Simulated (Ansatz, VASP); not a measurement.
## CuS3: VASP beside Ansatz

```
Cu S
1.0
     4.66027    0.00000    0.00000
     0.00000    4.66027    0.00000
     0.00000    0.00000    5.87475
Cu S
2 6
Cartesian
  2.3301 2.3301 1.4687
  2.3301 2.3301 4.4061
  0.0000 2.3301 0.0000
  0.0000 2.3301 2.9374
  2.3301 0.0000 0.0000
  2.3301 0.0000 2.9374
  4.6603 0.0000 0.0000
  4.6603 0.0000 2.9374
```

Alike in both runs: task single point; functional PBE; k mesh 6 × 6 × 4; occupations gaussian, width 0.2 eV; no spin polarisation.

```csv
,VASP,Ansatz
version,VASP 6.6.1,Ansatz 0.2.0
potentials or method,"VASP PAW PBE potentials, release 64 (Cu, S), cutoff 520 eV","scalar-relativistic, plane waves, PAW"
valence electrons in the cell,58,74
```

```csv
,VASP,Ansatz,Ansatz less VASP
gap on the k mesh at the Fermi level (eV),none,none,-
pressure (GPa),0.1,0.4,+0.33
"traceless stress, the component that is largest in VASP (GPa)",0.43,0.33,-0.092
```

A gap of «none» marks a metal or a gap that the smearing closes. The functional is the same, so the differences come from potentials, cutoffs and numerics. VASP's potentials hold 58 valence electrons a cell and Ansatz's 74, so a difference there can come from the potentials and not from the codes.
